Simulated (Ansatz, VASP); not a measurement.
## GdY2O2: VASP beside Ansatz

```
Y Gd O
1.0
     4.39778    0.00000    0.00000
    -2.19889    3.80859    0.00000
     0.00000    0.00000    6.16804
Y Gd O
2 1 2
Cartesian
  0.0000 2.5391 3.0840
  2.1989 1.2695 3.0840
  0.0000 0.0000 3.0840
  0.0000 0.0000 5.0967
  0.0000 0.0000 1.0714
```

Alike in both runs: task single point; functional PBE; k mesh 6 × 6 × 4; occupations gaussian, width 0.1 eV; collinear spin.

```csv
,VASP,Ansatz
version,VASP 6.6.1,Ansatz 0.2.0
potentials or method,"VASP PAW PBE potentials, release 64 (Y_sv, Gd, O), cutoff 520 eV","scalar-relativistic, plane waves, PAW"
valence electrons in the cell,52,52
```

VASP gave:

```
gap on the k mesh at the Fermi level (eV)                     : none
pressure (GPa)                                                : 26.1
traceless stress, the component that is largest in VASP (GPa) : -32.61
rms of the force components (eV/Å)                            : 0.865
net moment per atom (μB)                                      : 0.09
size of the moment on the site where the two differ most (μB) : 0.50
```

Estimate Ansatz's values.

gap on the k mesh at the Fermi level (eV): none; pressure (GPa): 33.5; traceless stress, the component that is largest in VASP (GPa): -34.69; rms of the force components (eV/Å): 0.521; net moment per atom (μB): 0.94; size of the moment on the site where the two differ most (μB): 6.02.

The net moments are unlike, so the other rows may belong to different states. Site moments also hang on the region over which each program counts them. Atom by atom the forces differ by 0.344 eV/Å (rms over components). A gap of «none» marks a metal or a gap that the smearing closes.

Spin-orbit coupling is off throughout.
